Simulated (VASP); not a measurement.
Ge: single point with LDA

Crystal: Ge.

```
Ge
1.0
     0.00000    2.81478    2.81478
     2.81478    0.00000    2.81478
     2.81478    2.81478    0.00000
Ge
2
Direct
  0.50000 0.50000 0.50000
  0.75000 0.75000 0.75000
```

```
Program                : VASP 6.6.1
Task                   : single point
Functional             : LDA
Potentials or basis    : VASP PAW LDA potentials, release 64 (Ge_d)
Cutoff                 : 520 eV
k mesh                 : 10 × 10 × 10
Occupations            : methfessel-paxton, width 1 eV
Spin                   : no spin polarisation
Dipole correction      : no
Further INCAR settings : ALGO = Normal; EDIFF = 1e-06; NBANDS = 21
```

```
Pressure               : -0.2 GPa
Band gap on the k mesh : zero (filled and empty bands touch)
```

Levels at points of the mesh, in eV from the Fermi level:
```csv
k point,band 12,band 13,band 14,band 15,band 16,band 17
"(0.00, 0.00, 0.00)",-0.17,-0.16,-0.16,-0.16,2.37,2.37
"(0.50, 0.00, 0.00)",-7.87,-1.59,-1.59,-0.05,3.57,3.57
"(0.50, 0.50, 0.00)",-9.14,-3.29,-3.29,0.49,0.49,9.37
```

Wall time 43 s on 1 thread of Intel Xeon 8259CL, on a shared host, peak memory 0.16 GiB.

Caveat: so wide a smearing shifts energies and pressures; semilocal functionals underestimate gaps, so a narrow gap can read as zero.
